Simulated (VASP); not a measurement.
# AlN (P1) in VASP: further runs

The runs below take AlN through single point, with PBE.

Program: VASP 6.6.1. These are calculated values, not measurements. Logs are shortened: lines on timing, memory, paths and dates and some standing lists are left out, and cuts for length are marked.

**1. The cell of the first run**

The typed cell holds 4 atoms: a = 3.111 Å, b = 3.111 Å, c = 4.978 Å, α = 90.00°, β = 90.00°, γ = 120.00°.

**2. Single point, PBE (atom 3 (N) moved by (-0.600, -0.600) A along x and y)**

The input, INCAR:

```
SYSTEM = AlN
ALGO = Normal
EDIFF = 1E-6
ENCUT = 520
GGA = PE
ISIF = 2
ISMEAR = 0
LASPH = .True.
LCHARG = .False.
LREAL = .False.
LWAVE = .False.
NBANDS = 16
NELM = 60
PREC = Accurate
SIGMA = 0.05
```

The input, KPOINTS:

```
k-points
0
Gamma
  12 12 6
  0 0 0
```

The input, POSCAR:

```
AlN
1.0
    3.1110021516      0.0000000000      0.0000000000
   -1.5555010758      2.6942068945      0.0000000000
    0.0000000000      0.0000000000      4.9780000000
Al N
2 2
Direct
    0.3333333333      0.6666666667      0.0000000000
    0.6666666667      0.3333333333      0.5000000000
    0.0291194127      0.4439666204      0.3850000000
    0.6666666667      0.3333333333      0.8850000000
```

Potentials or basis: VASP PAW PBE potentials, release 64 (Al, N).

Started as:

```sh
$ cat potpaw_PBE.64/Al/POTCAR potpaw_PBE.64/N/POTCAR > POTCAR
$ mpirun -np 1 vasp_std > vasp.out
```

OUTCAR:

```text
SYSTEM = AlN
   EDIFF = 1E-6
   ENCUT = 520
   GGA = PE
   ISIF = 2
   ISMEAR = 0
   LASPH = .True.
   LREAL = .False.
   NELM = 60
   PREC = Accurate

 ion  position               nearest neighbor table
   1  0.333  0.667  0.000-   4 1.89   4 1.89   4 1.89   3 2.10   2 3.07   2 3.07   2 3.07   2 3.07
                             2 3.07   2 3.07
   2  0.667  0.333  0.500-   3 1.15   4 1.92   3 2.25   3 2.54   1 3.07   1 3.07   1 3.07   1 3.07
                             1 3.07   1 3.07
   3  0.029  0.444  0.385-   2 1.15   1 2.10   2 2.25   2 2.54
   4  0.667  0.333  0.885-   1 1.89   1 1.89   1 1.89   2 1.92

 -----------------------------------------------------------------------------
|                                                                             |
|           W    W    AA    RRRRR   N    N  II  N    N   GGGG   !!!           |
|           W    W   A  A   R    R  NN   N  II  NN   N  G    G  !!!           |
|           W    W  A    A  R    R  N N  N  II  N N  N  G       !!!           |
|           W WW W  AAAAAA  RRRRR   N  N N  II  N  N N  G  GGG   !            |
|           WW  WW  A    A  R   R   N   NN  II  N   NN  G    G                |
|           W    W  A    A  R    R  N    N  II  N    N   GGGG   !!!           |
|                                                                             |
|     The distance between some ions is very small. Please check the          |
|     nearest-neighbor list in the OUTCAR file.                               |
|     I HOPE YOU KNOW WHAT YOU ARE DOING!                                     |
|                                                                             |
 -----------------------------------------------------------------------------

  LATTYP: Found a hexagonal cell.
 ALAT       =     3.1110021516
 C/A-ratio  =     1.6001274694

  Lattice vectors:

 A1 = (   3.1110021516,   0.0000000000,   0.0000000000)
 A2 = (  -1.5555010758,   2.6942068945,   0.0000000000)
 A3 = (   0.0000000000,   0.0000000000,   4.9780000000)

Analysis of symmetry for initial positions (statically):
=====================================================================
 Subroutine PRICEL returns:
 Original cell was already a primitive cell.

 Routine SETGRP: Setting up the symmetry group for a
 hexagonal supercell.

 Subroutine GETGRP returns: Found  1 space group operations
 (whereof  1 operations were pure point group operations)
 out of a pool of 24 trial point group operations.

The static configuration has the point symmetry C_1 .

Analysis of symmetry for dynamics (positions and initial velocities):
=====================================================================
 Subroutine PRICEL returns:
 Original cell was already a primitive cell.

 Routine SETGRP: Setting up the symmetry group for a
 hexagonal supercell.

 Subroutine GETGRP returns: Found  1 space group operations
 (whereof  1 operations were pure point group operations)
 out of a pool of 24 trial point group operations.

The dynamic configuration has the point symmetry C_1 .

 Subroutine INISYM returns: Found  1 space group operations
 (whereof  1 operations are pure point group operations),
 and found     1 'primitive' translations

----------------------------------------------------------------------------------------

                                     Primitive cell

  volume of cell :      41.7240

  direct lattice vectors                    reciprocal lattice vectors
     3.111002152  0.000000000  0.000000000     0.321439829  0.185583372  0.000000000
    -1.555501076  2.694206895  0.000000000     0.000000000  0.371166744  0.000000000
     0.000000000  0.000000000  4.978000000     0.000000000  0.000000000  0.200883889

  length of vectors
     3.111002152  3.111002152  4.978000000     0.371166744  0.371166744  0.200883889

  position of ions in fractional coordinates (direct lattice)
     0.333333333  0.666666667  0.000000000
     0.666666667  0.333333333  0.500000000
     0.029119413  0.443966620  0.385000000
     0.666666667  0.333333333  0.885000000

  ion indices of the primitive-cell ions
   primitive index   ion index
                 1           1
                 2           2
                 3           3
                 4           4

----------------------------------------------------------------------------------------

 KPOINTS: k-points

Automatic generation of k-mesh.
 Grid dimensions read from file:
 generate k-points for:   12   12    6

 Generating k-lattice:

  Cartesian coordinates                     Fractional coordinates (reciprocal lattice)
     0.026786652  0.015465281  0.000000000     0.083333333  0.000000000  0.000000000
     0.000000000  0.030930562  0.000000000     0.000000000  0.083333333  0.000000000
     0.000000000  0.000000000  0.033480648     0.000000000  0.000000000  0.166666667

  Length of vectors
     0.030930562  0.030930562  0.033480648

  Shift w.r.t. Gamma in fractional coordinates (k-lattice)
     0.000000000  0.000000000  0.000000000

 Subroutine IBZKPT returns following result:
 ===========================================

 Found    436 irreducible k-points:

 Following reciprocal coordinates:
            Coordinates               Weight
  0.000000  0.000000  0.000000      1.000000
  0.083333  0.000000  0.000000      2.000000
  0.000000  0.083333  0.000000      2.000000
 -0.083333  0.083333  0.000000      2.000000
  0.166667 -0.000000  0.000000      2.000000
  0.000000  0.166667  0.000000      2.000000
[... 16 lines left out ...]
  0.166667  0.083333  0.000000      2.000000
 -0.083333  0.250000  0.000000      2.000000
 [... further k-points ...]
   k-points           NKPTS =    436   k-points in BZ     NKDIM =    436   number of bands    NBANDS=     16
   number of dos      NEDOS =    301   number of ions     NIONS =      4
   total plane-waves  NPLWV =  23040
   dimension x,y,z NGX =    24 NGY =   24 NGZ =   40
   dimension x,y,z NGXF=    48 NGYF=   48 NGZF=   80
   ions per type =               2   2
   NGX,Y,Z   is equivalent  to a cutoff of  12.83, 12.83, 13.36 a.u.
   NGXF,Y,Z  is equivalent  to a cutoff of  25.65, 25.65, 26.72 a.u.
 SYSTEM =  AlN
   PREC   = accura    normal or accurate (medium, high low for compatibility)
   ISTART =      0    job   : 0-new  1-cont  2-samecut
   ICHARG =      2    charge: 1-file 2-atom 10-const
   ISPIN  =      1    spin polarized calculation?
   LNONCOLLINEAR =      F non collinear calculations
   LSORBIT =      F    spin-orbit coupling
   LASPH  =      T    aspherical Exc in radial PAW
   ENCUT  =  520.0 eV  38.22 Ry    6.18 a.u.   5.78  5.78  9.26*2*pi/ulx,y,z
   NELM   =     60;   NELMIN=  2; NELMDL= -5     # of ELM steps
   EDIFF  = 0.1E-05   stopping-criterion for ELM
   LREAL  =      F    real-space projection
   EDIFFG = 0.1E-04   stopping-criterion for IOM
   NSW    =      0    number of steps for IOM
   IBRION =     -1    ionic relax: 0-MD 1-quasi-New 2-CG
   NFREE  =      0    steps in history (QN), initial steepest desc. (CG)
   ISIF   =      2    stress and relaxation
   ISYM   =      2    0-nonsym 1-usesym 2-fastsym
   POTIM  = 0.5000    time-step for ionic-motion
   TEBEG  =    0.0;   TEEND  =   0.0 temperature during run
   PSTRESS=    0.0 pullay stress
   NELECT =      16.0000    total number of electrons
   NUPDOWN=      -1.0000    fix difference up-down
   EMIN   =  10.00;   EMAX   =-10.00  energy-range for DOS
   EFERMI =   0.00;   METHOD = LEGACY
   ISMEAR =     0;   SIGMA  =   0.05  broadening in eV -4-tet -1-fermi 0-gaus
   EFERMI_NEDOS =   21; number of points for ismear=-14 and -15
   IALGO  =     38    algorithm
   IMIX   =      4    mixing-type and parameters
     AMIX     =   0.40;   BMIX     =  1.00
     AMIX_MAG =   1.60;   BMIX_MAG =  1.00
  volume/ion in A,a.u.               =      10.43        70.39
  Fermi-wavevector in a.u.,A,eV,Ry     =   1.189377  2.247596 19.247033  1.414617
  Thomas-Fermi vector in A             =   2.325485
   LORBIT       =      0    0 simple, 1 ext, 2 COOP (PROOUT), +10 PAW based schemes
   GGA     = PE    functional components
   LHFCALC =     F    Hartree Fock is set to
   AEXX    =    0.0000 exact exchange contribution
   IVDW    =     0    specifies the selected vdW correction
   LEPSILON=     F    determine dielectric tensor
   LRPA    =     F    only Hartree local field effects (RPA)
 non-spin polarized calculation
 Gauss-broadening in eV      SIGMA  =   0.05
  energy-cutoff  :      520.00
  volume of cell :       41.72
 maximum number of plane-waves:      1152
   NGX = 11   NGY = 11   NGZ = 19

 number of electron      16.0000000 magnetization

 Free energy of the ion-electron system (eV)
  ---------------------------------------------------
  ext. energy  EPLUGINS =         0.00000000
  ---------------------------------------------------
  free energy    TOTEN  =       -13.74377424 eV

  energy without entropy =      -13.74377424  energy(sigma->0) =      -13.74377424

 E-fermi :   6.5458     XC(G=0): -10.8236

 val. band max:        6.2753035025   @ k =   0.0000   0.1667   0.0000
 cond. band min:       9.5108747613   @ k =   0.0000   0.0000   0.0000
 fundamental gap:      3.2355712587
 Fermi energy:         6.5457767784

 k-point     1 :       0.0000    0.0000    0.0000
  band No.  band energies     occupation
      1      -8.9460      2.00000
      2      -6.5264      2.00000
      3       0.1165      2.00000
      4       5.1854      2.00000
      5       5.2469      2.00000
      6       5.6914      2.00000
[... 8 lines left out ...]
     15      19.3077      0.00000
     16      20.2114      0.00000

 k-point     2 :       0.0833    0.0000    0.0000
  band No.  band energies     occupation
      1      -8.8588      2.00000
      2      -6.4748      2.00000
      3       0.2207      2.00000
      4       4.6959      2.00000
      5       5.0799      2.00000
      6       5.6074      2.00000
[... 8 lines left out ...]
     15      19.2368      0.00000
     16      19.9325      0.00000
[... 387 lines left out ...]
      5       4.1447      2.00000
      6       4.7655      2.00000
[... 8 lines left out ...]
     15      19.3235      0.00000
     16      20.1014      0.00000

 k-point    24 :      -0.0833    0.2500    0.0000
  band No.  band energies     occupation
      1      -8.4007      2.00000
      2      -6.1682      2.00000
      3       0.7557      2.00000
      4       2.6995      2.00000
      5       4.0207      2.00000
      6       5.0068      2.00000
[... 8 lines left out ...]
     15      19.7601      0.00000
     16      20.1706      0.00000

 [... further k-points ...]

------------------------ aborting loop because EDIFF is reached ----------------------------------------

  FORCE on cell =-STRESS in cart. coord.  units (eV):
  Direction    XX          YY          ZZ          XY          YZ          ZX
  --------------------------------------------------------------------------------------
  -------------------------------------------------------------------------------------
  Total       54.2637202      4.1717354     20.7423895     16.8844321     -9.4388335    -33.6525456
  in kB     2083.6942824    160.1921339    796.4953056    648.3520588   -362.4455390  -1292.2375499
  external PRESSURE =    1013.4605739 kB  Pullay stress =       0.0000000 kB

 VOLUME and BASIS-vectors are now :
 -----------------------------------------------------------------------------
  energy-cutoff  :      520.00
  volume of cell :       41.72
      direct lattice vectors                 reciprocal lattice vectors
     3.111002152  0.000000000  0.000000000     0.321439829  0.185583372  0.000000000
    -1.555501076  2.694206895  0.000000000     0.000000000  0.371166744  0.000000000
     0.000000000  0.000000000  4.978000000     0.000000000  0.000000000  0.200883889

 POSITION                                       TOTAL-FORCE (eV/Angst)
 -----------------------------------------------------------------------------------
     -0.00000      1.79614      0.00000        -0.609726     -0.855590      1.247869
      1.55550      0.89807      2.48900       -60.158981    -18.735287     35.229433
     -0.60000      1.19614      1.91653        61.728834     19.969479    -35.771987
      1.55550      0.89807      4.40553        -0.960127     -0.378602     -0.705315
 -----------------------------------------------------------------------------------
    total drift:                                0.001732      0.000691     -0.000579

  FREE ENERGIE OF THE ION-ELECTRON SYSTEM (eV)
  ---------------------------------------------------
  free  energy   TOTEN  =       -13.7437742447 eV

  energy  without entropy=      -13.7437742447  energy(sigma->0) =      -13.74377424
```

Run time: 98 s. Hardware: 1 thread of AMD EPYC 9R45 (Zen 5), shared host; peak memory 0.32 GiB.

What came out:

| Property | Result |
| --- | --- |
| Free energy | -13.7438 eV |
| Pressure | 101.3 GPa |
| Largest force | 74.087 eV/Å |
| Band gap on the k mesh | 3.24 eV (least direct gap 3.31 eV) |

Forces in eV/Å, atoms in the order of the input:
```
Al   -0.610  -0.856   1.248
Al  -60.159 -18.735  35.229
N    61.729  19.969 -35.772
N    -0.960  -0.379  -0.705
```

Caveat: the cell differs from its parent crystal (atom 3 (N) moved by (-0.600, -0.600) A along x and y); atoms lie so close that the PAW spheres overlap strongly, which falsifies energies and pressures; the stress differs along the axes, from 16 to 208 GPa; forces of over 1 eV/Å act on the atoms, so gaps and moduli don't describe the material at rest.

**3. Single point, PBE (atom 3 (N) moved by (-0.600, +0.000) A along x and y)**

The input, INCAR:

```
PREC = Accurate ; ENCUT = 520
EDIFF = 1E-7 ; ISMEAR = 0
SIGMA = 0.05 ; LREAL = False
LASPH = True ; NELM = 80
ALGO = Normal ; ISIF = 2
LWAVE = False ; LCHARG = False
GGA = PE ; NBANDS = 16
```

The input, KPOINTS:

```
Automatic mesh
0
Gamma
  12 12 6
```

Edit POSCAR of step 2 so:

```diff
@@ -10,3 +10,3 @@
     0.6666666667      0.3333333333      0.5000000000
-    0.0291194127      0.4439666204      0.3850000000
+    0.1404694359      0.6666666667      0.3850000000
     0.6666666667      0.3333333333      0.8850000000
```

Potentials or basis: VASP PAW PBE potentials, release 64 (Al, N).

Started as:

```sh
$ cat potpaw_PBE.64/Al/POTCAR potpaw_PBE.64/N/POTCAR > POTCAR
$ mpirun -np 1 vasp_std > vasp.out
```

Wall time 1.7 min (1 thread of AMD EPYC 9R45 (Zen 5), shared host); peak memory 0.32 GiB.

Results (log left out):

```yaml
Free_energy: -25.9465 eV
Pressure: 32.7 GPa
Largest_force: 21.502 eV/Å
Band_gap_on_the_k_mesh: 3.20 eV
```

Forces in eV/Å, atoms in the order of the input:
```
Al   -0.894   0.056   0.738
Al  -13.906 -12.553   7.684
N    15.261  12.811  -8.081
N    -0.461  -0.314  -0.340
```

Stress tensor (GPa, compression positive):
```
 40.79  44.32 -25.01
 44.32  39.62 -27.39
-25.01 -27.39  17.65
```

Levels at points of the mesh, in eV from the valence-band top:
```tsv
k point	band 4	band 5	band 6	band 7	band 8	band 9	band 10	band 11	band 12	band 13
(0.00, 0.00, 0.00)	-1.98	-1.18	-0.89	-0.53	0.00	3.20	6.02	8.96	10.25	11.30
(0.50, 0.00, 0.00)	-5.10	-3.35	-2.83	-2.34	-1.01	4.82	6.83	7.61	8.17	9.91
(0.00, 0.50, 0.00)	-4.56	-3.90	-2.23	-2.05	-1.35	4.89	5.71	6.71	8.94	9.79
(0.50, 0.50, 0.00)	-4.39	-3.87	-2.75	-1.57	-0.84	3.42	5.87	6.82	9.20	10.15
(0.00, 0.00, 0.50)	-3.61	-1.66	-1.16	-1.07	-0.22	4.90	5.69	9.29	9.94	10.84
(0.50, 0.00, 0.50)	-6.18	-2.15	-1.73	-1.42	-1.15	4.19	4.35	7.91	8.71	9.85
(0.00, 0.50, 0.50)	-5.98	-2.37	-1.90	-1.71	-1.12	4.15	4.77	7.70	8.43	10.43
(0.50, 0.50, 0.50)	-5.38	-2.72	-2.31	-2.27	-1.76	5.45	5.66	7.31	8.04	11.38
```

Caveat: the cell differs from its parent crystal (atom 3 (N) moved by (-0.600, +0.000) A along x and y); the stress differs along the axes, from 18 to 41 GPa; forces of over 1 eV/Å act on the atoms, so gaps and moduli don't describe the material at rest. A k mesh can miss the band edges.
